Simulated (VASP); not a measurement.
**Sc: relaxation of cell and atoms with LDA**

The system is Sc.

```
Sc
1.0
     0.00000    3.19000    3.19000
     3.19000    0.00000    3.19000
     3.19000    3.19000    0.00000
Sc
2
Direct
  0.00000 0.00000 0.00000
  0.25000 0.25000 0.25000
```

This isn't the form of Sc at room conditions, which is hcp.

- Program: VASP 6.6.1
- Task: relaxation of cell and atoms
- Functional: LDA
- Potentials or basis: VASP PAW LDA potentials, release 64 (Sc_sv)
- Cutoff: 500 eV
- k mesh: 6 × 6 × 6
- Occupations: fermi-dirac, width 0.05 eV
- Spin: no spin polarisation
- Dipole correction: no
- Further INCAR settings: ALGO = Normal; EDIFF = 1e-07; IBRION = 2; EDIFFG = -0.03; NSW = 60; ISIF = 3

| Quantity | Value |
| --- | --- |
| Relaxed volume | 27.03 Å³/atom |
| Relaxed cell | a = 4.244 Å, b = 4.244 Å, c = 4.244 Å, α = 60.00°, β = 60.00°, γ = 60.00° |
| Space group after relaxing (to 0.1 Å) | Fd-3m (No. 227) |
| Energy gained by relaxing | 45.8 meV/atom |
| Ionic steps | 5 |
| Pressure after relaxing | 0.1 GPa |
| Band gap on the k mesh | zero (bands 11 and 12 overlap by 0.57 eV) |

Step by step:
| step | energy change (eV) | largest force (eV/Å) | pressure (GPa) | volume (Å³) |
| --- | --- | --- | --- | --- |
| 1 | 0.0000 | 0.0000 | -2.02 | 64.92 |
| 2 | -0.0418 | 0.0000 | -1.64 | 61.15 |
| 3 | -0.0735 | 0.0000 | 1.49 | 50.70 |
| 4 | -0.0908 | 0.0000 | -0.38 | 55.03 |
| 5 | -0.0916 | 0.0000 | 0.09 | 54.06 |

Final structure:
```
Sc
1.0
     0.00000    3.00120    3.00120
     3.00120    0.00000    3.00120
     3.00120    3.00120    0.00000
Sc
2
Cartesian
  0.0000 0.0000 0.0000
  1.5006 1.5006 1.5006
```

Levels at points of the mesh, in eV from the Fermi level:
```
           k point  band 7  band 8  band 9  band 10  band 11  band 12  band 13  band 14  band 15
(0.00, 0.00, 0.00)  -27.51  -27.51   -4.32    -0.17    -0.17     0.33     0.33     0.33     2.02
(0.50, 0.00, 0.00)  -27.41  -27.41   -1.60    -1.09    -0.19    -0.19     0.39     0.39     0.78
(0.50, 0.50, 0.00)  -27.31  -27.31   -1.39    -1.39     0.36     0.36     0.50     0.50     1.98
```

Run time: 80 s on 1 thread of Intel(R) Xeon(R) Platinum 8259CL CPU @ 2.50GHz (Skylake/Cascade Lake), with other jobs on the host, peak memory 0.18 GiB.

Caveat: the volume moved by over 15 % at a fixed basis, so the end points are rough.
